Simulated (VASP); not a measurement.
# CdAg5 in VASP: further runs

The runs below take CdAg5 through single point, with PBE.

Program: VASP 6.6.1. These are calculated values, not measurements. Logs are shortened: lines on timing, memory, paths and dates and some standing lists are left out, and cuts for length are marked.

### Step 1. The cell of the first run

The cell holds a slab with vacuum, 6 atoms: a = 2.932 Å, b = 2.932 Å, c = 27.971 Å, α = 90.00°, β = 90.00°, γ = 120.00°.

### Step 2. Single point, PBE

The input, INCAR:

```
SYSTEM = CdAg5
PREC     = Accurate       ! precision mode
ENCUT    = 520            ! plane-wave cutoff, eV
EDIFF    = 1E-6           ! SCF threshold, eV
ISMEAR   = -1             ! smearing method
SIGMA    = 0.05           ! smearing width, eV
LREAL    = .False.        ! projectors in reciprocal space
LASPH    = .True.         ! aspherical terms in the spheres
NELM     = 60             ! most SCF steps
ALGO     = Normal         ! electronic algorithm
ISIF     = 2              ! what is computed and relaxed
LWAVE    = .False.        ! write WAVECAR
LCHARG   = .True.         ! write CHGCAR
LDIPOL   = .True.       
IDIPOL   = 3            
DIPOL    = 0.5 0.5 0.500
GGA      = PE             ! functional
LELF     = .True.         ! ELF
LVHAR    = .True.       
LVACPOTAV= .True.       
NBANDS   = 42             ! bands
```

The input, KPOINTS:

```
regular mesh
0
Gamma
  14 14 1
  0 0 0
```

The input, POSCAR:

```
CdAg5
1.0
    2.9322829450      0.0000000000      0.0000000000
   -1.4661414725      2.5394315215      0.0000000000
    0.0000000000      0.0000000000     27.9710000000
Cd Ag
1 5
Direct
    0.1666666667      0.3333333333      0.2875581835
    0.5000000000      1.0000000000      0.3725977613
    0.8333333333      0.6666666667      0.4575421627
    0.1666666667      0.3333333333      0.5424578369
    0.5000000000      1.0000000000      0.6274022385
    0.8333333333      0.6666666667      0.7124418163
```

Potentials or basis: VASP PAW PBE potentials, release 64 (Cd, Ag).

Command:

```sh
$ cat potpaw_PBE.64/Cd/POTCAR potpaw_PBE.64/Ag/POTCAR > POTCAR
$ mpirun -np 1 vasp_std > vasp.out
```

OUTCAR:

```text
SYSTEM = CdAg5
   PREC = Accurate
   ENCUT = 520
   EDIFF = 1E-6
   ISMEAR = -1
   LREAL = .False.
   LASPH = .True.
   NELM = 60
   ISIF = 2
   GGA = PE

 ion  position               nearest neighbor table
   1  0.167  0.333  0.288-   2 2.92   2 2.92   2 2.92
   2  0.500  0.000  0.373-   3 2.92   3 2.92   3 2.92   1 2.92   1 2.92   1 2.92
   3  0.833  0.667  0.458-   4 2.92   4 2.92   4 2.92   2 2.92   2 2.92   2 2.92
   4  0.167  0.333  0.542-   3 2.92   3 2.92   3 2.92   5 2.92   5 2.92   5 2.92
   5  0.500  0.000  0.627-   4 2.92   4 2.92   4 2.92   6 2.92   6 2.92   6 2.92
   6  0.833  0.667  0.712-   5 2.92   5 2.92   5 2.92

  LATTYP: Found a hexagonal cell.
 ALAT       =     2.9322829450
 C/A-ratio  =     9.5389839673

  Lattice vectors:

 A1 = (   2.9322829450,   0.0000000000,   0.0000000000)
 A2 = (  -1.4661414725,   2.5394315215,   0.0000000000)
 A3 = (   0.0000000000,   0.0000000000,  27.9710000000)

Analysis of symmetry for initial positions (statically):
=====================================================================
 Subroutine PRICEL returns:
 Original cell was already a primitive cell.

 Routine SETGRP: Setting up the symmetry group for a
 hexagonal supercell.

 Subroutine GETGRP returns: Found  6 space group operations
 (whereof  2 operations were pure point group operations)
 out of a pool of 24 trial point group operations.

The static configuration has the point symmetry C_1h.
 The point group associated with its full space group is C_3v.

Analysis of symmetry for dynamics (positions and initial velocities):
=====================================================================
 Subroutine PRICEL returns:
 Original cell was already a primitive cell.

 Routine SETGRP: Setting up the symmetry group for a
 hexagonal supercell.

 Subroutine GETGRP returns: Found  6 space group operations
 (whereof  2 operations were pure point group operations)
 out of a pool of 24 trial point group operations.

The dynamic configuration has the point symmetry C_1h.
 The point group associated with its full space group is C_3v.

 Subroutine INISYM returns: Found  6 space group operations
 (whereof  2 operations are pure point group operations),
 and found     1 'primitive' translations

----------------------------------------------------------------------------------------

                                     Primitive cell

  volume of cell :     208.2813

  direct lattice vectors                    reciprocal lattice vectors
     2.932282945  0.000000000  0.000000000     0.341031210  0.196894461  0.000000000
    -1.466141472  2.539431522  0.000000000     0.000000000  0.393788921  0.000000000
     0.000000000  0.000000000 27.971000000     0.000000000  0.000000000  0.035751314

  length of vectors
     2.932282945  2.932282945 27.971000000     0.393788921  0.393788921  0.035751314

  position of ions in fractional coordinates (direct lattice)
     0.166666667  0.333333333  0.287558184
     0.500000000  0.000000000  0.372597761
     0.833333333  0.666666667  0.457542163
     0.166666667  0.333333333  0.542457837
     0.500000000  0.000000000  0.627402238
     0.833333333  0.666666667  0.712441816

  ion indices of the primitive-cell ions
   primitive index   ion index
                 1           1
                 2           2
                 3           3
                 4           4
                 5           5
                 6           6

----------------------------------------------------------------------------------------

 KPOINTS: regular mesh

Automatic generation of k-mesh.
 Grid dimensions read from file:
 generate k-points for:   14   14    1

 Generating k-lattice:

  Cartesian coordinates                     Fractional coordinates (reciprocal lattice)
     0.024359372  0.014063890  0.000000000     0.071428571  0.000000000  0.000000000
     0.000000000  0.028127780  0.000000000     0.000000000  0.071428571  0.000000000
     0.000000000  0.000000000  0.035751314     0.000000000  0.000000000  1.000000000

  Length of vectors
     0.028127780  0.028127780  0.035751314

  Shift w.r.t. Gamma in fractional coordinates (k-lattice)
     0.000000000  0.000000000  0.000000000

 Subroutine IBZKPT returns following result:
 ===========================================

 Found     24 irreducible k-points:

 Following reciprocal coordinates:
            Coordinates               Weight
  0.000000  0.000000  0.000000      1.000000
  0.071429 -0.000000  0.000000      6.000000
  0.142857 -0.000000  0.000000      6.000000
  0.214286 -0.000000  0.000000      6.000000
  0.285714  0.000000  0.000000      6.000000
  0.357143  0.000000  0.000000      6.000000
[... 16 lines left out ...]
  0.285714  0.285714  0.000000      6.000000
  0.357143  0.285714  0.000000      6.000000
   k-points           NKPTS =     24   k-points in BZ     NKDIM =     24   number of bands    NBANDS=     42
   number of dos      NEDOS =    301   number of ions     NIONS =      6
   total plane-waves  NPLWV = 120960
   dimension x,y,z NGX =    24 NGY =   24 NGZ =  210
   dimension x,y,z NGXF=    48 NGYF=   48 NGZF=  420
   ions per type =               1   5
   NGX,Y,Z   is equivalent  to a cutoff of  13.61, 13.61, 12.48 a.u.
   NGXF,Y,Z  is equivalent  to a cutoff of  27.21, 27.21, 24.96 a.u.
 SYSTEM =  CdAg5
   PREC   = accura    normal or accurate (medium, high low for compatibility)
   ISTART =      0    job   : 0-new  1-cont  2-samecut
   ICHARG =      2    charge: 1-file 2-atom 10-const
   ISPIN  =      1    spin polarized calculation?
   LNONCOLLINEAR =      F non collinear calculations
   LSORBIT =      F    spin-orbit coupling
   LASPH  =      T    aspherical Exc in radial PAW
   ENCUT  =  520.0 eV  38.22 Ry    6.18 a.u.   5.45  5.45 52.01*2*pi/ulx,y,z
   NELM   =     60;   NELMIN=  2; NELMDL= -5     # of ELM steps
   EDIFF  = 0.1E-05   stopping-criterion for ELM
   LREAL  =      F    real-space projection
   EDIFFG = 0.1E-04   stopping-criterion for IOM
   NSW    =      0    number of steps for IOM
   IBRION =     -1    ionic relax: 0-MD 1-quasi-New 2-CG
   NFREE  =      0    steps in history (QN), initial steepest desc. (CG)
   ISIF   =      2    stress and relaxation
   ISYM   =      2    0-nonsym 1-usesym 2-fastsym
   POTIM  = 0.5000    time-step for ionic-motion
   TEBEG  =    0.0;   TEEND  =   0.0 temperature during run
   PSTRESS=    0.0 pullay stress
   NELECT =      67.0000    total number of electrons
   NUPDOWN=      -1.0000    fix difference up-down
   EMIN   =  10.00;   EMAX   =-10.00  energy-range for DOS
   EFERMI =   0.00;   METHOD = LEGACY
   ISMEAR =    -1;   SIGMA  =   0.05  broadening in eV -4-tet -1-fermi 0-gaus
   EFERMI_NEDOS =   21; number of points for ismear=-14 and -15
   IALGO  =     38    algorithm
   IMIX   =      4    mixing-type and parameters
     AMIX     =   0.40;   BMIX     =  1.00
     AMIX_MAG =   1.60;   BMIX_MAG =  1.00
  volume/ion in A,a.u.               =      34.71       234.26
  Fermi-wavevector in a.u.,A,eV,Ry     =   1.121716  2.119736 17.119491  1.258247
  Thomas-Fermi vector in A             =   2.258371
   LORBIT       =      0    0 simple, 1 ext, 2 COOP (PROOUT), +10 PAW based schemes
   GGA     = PE    functional components
[... 5 lines left out ...]
 non-spin polarized calculation
  energy-cutoff  :      520.00
  volume of cell :      208.28
 maximum number of plane-waves:      5721
 NGX is ok and might be reduce to    24
   NGX = 11   NGY = 11   NGZ =105

 dipolmoment           0.000000      0.000000     -0.004746 electrons x Angstroem

 number of electron      67.0000020 magnetization

 dipolmoment           0.000000      0.000000      0.006556 electrons x Angstroem

 Free energy of the ion-electron system (eV)
  ---------------------------------------------------
  ext. energy  EPLUGINS =         0.00000000
  ---------------------------------------------------
  free energy    TOTEN  =       -13.78863116 eV

  energy without entropy =      -13.77400777  energy(sigma->0) =      -13.78131947

 E-fermi :   1.6872     XC(G=0):  -6.7537

 val. band max:        1.6284176031   @ k =   0.3571   0.0714   0.0000
 cond. band min:       1.7678050812   @ k =   0.2857   0.2143   0.0000
 fundamental gap:      0.1393874781
 Fermi energy:         1.6872145040

 k-point     1 :       0.0000    0.0000    0.0000
  band No.  band energies     occupation
      1      -7.9479      2.00000
      2      -7.3404      2.00000
      3      -7.3404      2.00000
      4      -6.6653      2.00000
      5      -6.6653      2.00000
      6      -6.1981      2.00000
[... 34 lines left out ...]
     41       6.6003      0.00000
     42       8.2330      0.00000

 k-point     2 :       0.0714   -0.0000    0.0000
  band No.  band energies     occupation
      1      -7.8861      2.00000
      2      -7.3634      2.00000
      3      -7.2896      2.00000
      4      -6.7376      2.00000
      5      -6.6745      2.00000
      6      -6.0637      2.00000
[... 34 lines left out ...]
     41       6.7034      0.00000
     42       8.3493      0.00000

 k-point     3 :       0.1429   -0.0000    0.0000
  band No.  band energies     occupation
      1      -7.7572      2.00000
      2      -7.3967      2.00000
      3      -7.1447      2.00000
      4      -6.9031      2.00000
      5      -6.7004      2.00000
      6      -5.6941      2.00000
[... 34 lines left out ...]
     41       7.0236      0.00000
     42       8.6980      0.00000

 k-point     4 :       0.2143   -0.0000    0.0000
  band No.  band energies     occupation
      1      -7.7478      2.00000
      2      -7.3024      2.00000
      3      -7.1061      2.00000
      4      -6.9292      2.00000
      5      -6.7370      2.00000
      6      -5.1202      2.00000
[... 844 lines left out ...]
     41       7.3537      0.00000
     42       7.9981      0.00000

 k-point    23 :       0.2857    0.2857    0.0000
  band No.  band energies     occupation
      1      -7.4519      2.00000
      2      -7.4038      2.00000
      3      -7.1509      2.00000
      4      -7.0516      2.00000
      5      -6.7598      2.00000
      6      -3.9769      2.00000
[... 34 lines left out ...]
     41       7.0693      0.00000
     42       7.3455      0.00000

 k-point    24 :       0.3571    0.2857    0.0000
  band No.  band energies     occupation
      1      -7.4061      2.00000
      2      -7.3507      2.00000
      3      -7.2043      2.00000
      4      -6.9820      2.00000
      5      -6.8824      2.00000
      6      -3.9755      2.00000
[... 34 lines left out ...]
     41       6.8886      0.00000
     42       7.1453      0.00000

------------------------ aborting loop because EDIFF is reached ----------------------------------------

  FORCE on cell =-STRESS in cart. coord.  units (eV):
  Direction    XX          YY          ZZ          XY          YZ          ZX
  --------------------------------------------------------------------------------------
  -------------------------------------------------------------------------------------
  Total        1.0014178      1.0014178      1.1934413      0.0000000      0.0000000      0.0000000
  in kB        7.7032767      7.7032767      9.1803926      0.0000000      0.0000000      0.0000000
  external PRESSURE =       8.1956487 kB  Pullay stress =       0.0000000 kB

 VOLUME and BASIS-vectors are now :
 -----------------------------------------------------------------------------
  energy-cutoff  :      520.00
  volume of cell :      208.28
      direct lattice vectors                 reciprocal lattice vectors
     2.932282945  0.000000000  0.000000000     0.341031210  0.196894461  0.000000000
    -1.466141472  2.539431522  0.000000000     0.000000000  0.393788921  0.000000000
     0.000000000  0.000000000 27.971000000     0.000000000  0.000000000  0.035751314

 POSITION                                       TOTAL-FORCE (eV/Angst)
 -----------------------------------------------------------------------------------
      0.00000      0.84648      8.04329         0.000000     -0.000000     -0.481978
      1.46614      0.00000     10.42193         0.000000     -0.000000      0.444401
      1.46614      1.69295     12.79791        -0.000000      0.000000      0.020190
      0.00000      0.84648     15.17309        -0.000000     -0.000000      0.039815
      1.46614      0.00000     17.54907         0.000000      0.000000     -0.029540
      1.46614      1.69295     19.92771         0.000000      0.000000      0.007112
 -----------------------------------------------------------------------------------
    total drift:                                0.000000     -0.000000      0.000190

  FREE ENERGIE OF THE ION-ELECTRON SYSTEM (eV)
  ---------------------------------------------------
  free  energy   TOTEN  =       -13.7886311618 eV

  energy  without entropy=      -13.7740077730  energy(sigma->0) =      -13.78131947

 vacuum level on the upper side and lower side of the slab         6.017         5.857
```

Run time: 9.8 min. Hardware: 1 thread of Intel Xeon 8259CL, shared host; peak memory 0.44 GiB.

Results:

| Item | Value |
| --- | --- |
| Free energy | -13.7886 eV |
| Largest force | 0.482 eV/Å |
| Band gap on the k mesh | zero (an odd number of electrons rules out a gap without spin polarisation) |

Forces in eV/Å, atoms in the order of the input:
```
Cd   0.000  0.000 -0.482
Ag   0.000  0.000  0.444
Ag   0.000  0.000  0.020
Ag   0.000  0.000  0.040
Ag   0.000  0.000 -0.030
Ag   0.000  0.000  0.007
```

### Step 3. Single point, PBE

The input, INCAR:

```
ALGO = Normal
DIPOL = 0.5 0.5 0.500
EDIFF = 1E-7
ENCUT = 520
GGA = PE
IDIPOL = 3
ISIF = 2
ISMEAR = -1
LASPH = True
LCHARG = False
LDIPOL = True
LREAL = False
LWAVE = False
NBANDS = 42
NELM = 60
PREC = Accurate
SIGMA = 0.05
```

The input, KPOINTS:

```
k-points
0
Gamma
  14 14 1
```

The input, POSCAR:

```
CdAg5
1.0
    2.9322829450      0.0000000000      0.0000000000
   -1.4661414725      2.5394315215      0.0000000000
    0.0000000000      0.0000000000     27.9710000000
Ag Cd
5 1
Direct
    0.1666666667      0.3333333333      0.2875581835
    0.5000000000      1.0000000000      0.3725977613
    0.1666666667      0.3333333333      0.5424578369
    0.5000000000      1.0000000000      0.6274022385
    0.8333333333      0.6666666667      0.7124418163
    0.8333333333      0.6666666667      0.4575421627
```

Potentials or basis: VASP PAW PBE potentials, release 64 (Ag, Cd).

Command:

```sh
$ cat potpaw_PBE.64/Ag/POTCAR potpaw_PBE.64/Cd/POTCAR > POTCAR
$ mpirun -np 1 vasp_std > vasp.out
```

Run time: 8.2 min. Hardware: 1 thread of Intel Xeon 8259CL, shared host; peak memory 0.44 GiB.

The run converged. Its results:

- Free energy: -13.6041 eV
- Largest force: 0.326 eV/Å
- Band gap on the k mesh: zero (an odd number of electrons rules out a gap without spin polarisation)

Forces in eV/Å, atoms in the order of the input:
```
Ag   0.000  0.000 -0.031
Ag   0.000  0.000 -0.259
Ag   0.000  0.000  0.326
Ag   0.000  0.000 -0.016
Ag   0.000  0.000  0.015
Cd   0.000  0.000 -0.035
```

Levels at points of the mesh, in eV from the Fermi level:
| k point | band 31 | band 32 | band 33 | band 34 | band 35 | band 36 | band 37 | band 38 |
| --- | --- | --- | --- | --- | --- | --- | --- | --- |
| (0.00, 0.00, 0.00) | -3.28 | -3.28 | -3.16 | -3.16 | -2.78 | -0.72 | -0.07 | 3.47 |
| (0.50, 0.00, 0.00) | -1.24 | -0.66 | 0.25 | 0.70 | 1.24 | 1.44 | 2.34 | 3.87 |

[end of part 1 of 2]

The gap in the log of VASP goes by the Fermi energy; the results here count the filled bands.